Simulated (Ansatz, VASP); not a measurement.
# BaTiO3: VASP beside Ansatz

```
Ba Ti O
1.0
     4.01176    0.00000    0.00000
     0.00000    4.01176    0.00000
     0.00000    0.00000    4.15412
Ba Ti O
1 1 3
Direct
  0.50000 0.50000 0.58769
  0.00000 0.00000 0.10616
  0.00000 0.50000 0.06242
  0.50000 0.00000 0.06242
  0.00000 0.00000 0.54130
```

Change from the starting cell: hydrostatic strain +1.0%.

Alike in both runs: task single point; functional r2SCAN; k mesh 6 × 6 × 6; no spin polarisation.

|  | VASP | Ansatz |
| --- | --- | --- |
| version | VASP 6.6.1 | Ansatz 0.2.0 |
| potentials or method | VASP PAW PBE potentials, release 64 (Ba_sv, Ti_sv, O) | plane waves, PAW |
| plane-wave cutoff (eV) | 520 | 500 |
| occupations | gaussian, width 0.01 eV | fixed |
| valence electrons in the cell | 40 | 40 |

VASP gave:

| Property | Result |
| --- | --- |
| gap on the k mesh at the Fermi level (eV) | 2.17 |
| pressure (GPa) | -2.2 |
| traceless stress, the component that is largest in VASP (GPa) | 1.44 |
| rms of the force components (eV/Å) | 0.069 |

Task: What did Ansatz give for the same quantities?

Result: gap on the k mesh at the Fermi level (eV): 2.18; pressure (GPa): -4.0; traceless stress, the component that is largest in VASP (GPa): 1.27; rms of the force components (eV/Å): 0.001.

VASP's potentials were made for PBE, not for r2SCAN. Atom by atom the forces differ by 0.069 eV/Å (rms over components).

Neither program's run includes spin-orbit coupling.
